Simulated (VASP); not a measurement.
# InHgH3: single point with PBE

InHgH3:

```
CELL_PARAMETERS angstrom
7.18697 0.00000 0.00000
-3.59349 6.22410 0.00000
0.00000 0.00000 5.43856
ATOMIC_POSITIONS crystal
In 0.00000 0.00000 0.50000
In 0.00000 0.00000 0.00000
Hg 0.33333 0.66667 0.75000
Hg 0.66667 0.33333 0.25000
H 0.12069 0.24137 0.25000
H 0.87931 0.12069 0.75000
H 0.87931 0.75863 0.75000
H 0.12069 0.87931 0.25000
H 0.75863 0.87931 0.25000
H 0.24137 0.12069 0.75000
```

- Program: VASP 6.6.1
- Task: single point
- Functional: PBE
- Potentials or basis: VASP PAW PBE potentials, release 64 (In_d, Hg, H)
- Cutoff: 520 eV
- k mesh: 6 × 6 × 8
- Occupations: gaussian, width 0.1 eV
- Spin: no spin polarisation

| Quantity | Value |
| --- | --- |
| Pressure | -0.1 GPa |
| Band gap on the k mesh | zero (band 28 reaches -1.35 eV, above the bottom of band 29 at -1.39 eV) |

Levels at points of the mesh, in eV from the Fermi level:
```csv
k point,band 24,band 25,band 26,band 27,band 28,band 29,band 30,band 31,band 32,band 33
"(0.00, 0.00, 0.00)",-3.16,-1.63,-0.80,-0.41,-0.03,-0.03,3.73,3.73,4.81,4.81
"(0.50, 0.00, 0.00)",-3.27,-1.24,-0.91,-0.35,0.01,0.01,3.87,4.02,4.35,4.77
"(0.00, 0.00, 0.50)",-1.86,-1.86,-1.86,-1.07,-1.07,3.54,3.54,4.03,4.03,4.03
"(0.50, 0.00, 0.50)",-2.22,-1.92,-1.92,-0.86,-0.86,3.79,3.79,4.35,4.35,4.61
```

It took 4.1 min on 1 thread of Intel(R) Xeon(R) Platinum 8488C (Sapphire Rapids), on a shared host, peak memory 0.52 GiB.

Caveat: spin-orbit coupling is left out, which moves the levels of the heavy elements.
